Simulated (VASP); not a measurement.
Input of a VASP 6.6.1 run:

File INCAR:

```
SYSTEM = SnB17N18
PREC = Accurate
ENCUT = 520
EDIFF = 1E-6
ISMEAR = 0
SIGMA = 0.01
LREAL = Auto
LASPH = .True.
NELM = 80
ALGO = Normal
ISIF = 2
LWAVE = .False.
LCHARG = .False.
GGA = PE
NELECT = 154.0
NBANDS = 102
```

KPOINTS

```
Automatic mesh
0
Gamma
  1 1 1
  0.25 0.25 0.25
```

The input POSCAR:

```
SnB17N18
1.0
    7.4650312809      0.0000000000      0.0000000000
   -3.7325156404      6.4649067293      0.0000000000
    0.0000000000      0.0000000000      6.4954828800
B N Sn
17 18 1
Direct
    0.1051940209      0.2094745359      0.2430496898
    0.2230746396      0.1188361377      0.7965516350
    0.1068206370      0.5439394829      0.2421259798
    0.2221504064      0.4594983706      0.7647012223
    0.1062166061      0.8754868906      0.2484708681
    0.2292906243      0.7909791101      0.8079768941
    0.4360232057      0.2028392780      0.2358530929
    0.5626965926      0.1187175073      0.7996075319
    0.4360488038      0.5464022935      0.2326888792
    0.4387131372      0.8753259689      0.2481971267
    0.5589083098      0.7945232149      0.7439786327
    0.7737084354      0.2095009590      0.2433505652
    0.8942925283      0.1216618050      0.7572304958
    0.7800690853      0.5467100762      0.2319109605
    0.9053037063      0.4596494133      0.7671389558
    0.7733385674      0.8771291534      0.2374477976
    0.9026704203      0.7949033845      0.7455539537
    0.1175672461      0.2342928682      0.7631177245
    0.2164747739      0.0987151691      0.2495298210
    0.1190397607      0.5683823590      0.8187301419
    0.2167989033      0.4322327617      0.2392964575
    0.1159378406      0.9001634729      0.8031390948
    0.2170065947      0.7656922013      0.2560820496
    0.4432267756      0.2197783779      0.8145557584
    0.5505568558      0.0985642510      0.2493308232
    0.4266869234      0.5842411514      0.6921526362
    0.5505051367      0.4322263053      0.2516056698
    0.4524545016      0.8999247299      0.8027242316
    0.5503523552      0.7657451630      0.2355561213
    0.7843212591      0.2342810392      0.7668911030
    0.8836084248      0.0988995969      0.2444021179
    0.8261824975      0.5848763574      0.6970725123
    0.8837843097      0.4321738942      0.2390059330
    0.7833253344      0.8991406138      0.7379797645
    0.8839729974      0.7659888178      0.2353276354
    0.5476470607      0.4253834978      0.5902226189
```

Potentials or basis: VASP PAW PBE potentials, release 64 (B, N, Sn_d).

Run with:

```sh
$ cat potpaw_PBE.64/B/POTCAR potpaw_PBE.64/N/POTCAR potpaw_PBE.64/Sn_d/POTCAR > POTCAR
$ mpirun -np 1 vasp_std > vasp.out
```

(1) Predict the largest force.

Results:

(1) 0.265 eV/Å.

Caveat: the cell carries a net charge on a neutralising background, which shifts energy and pressure.
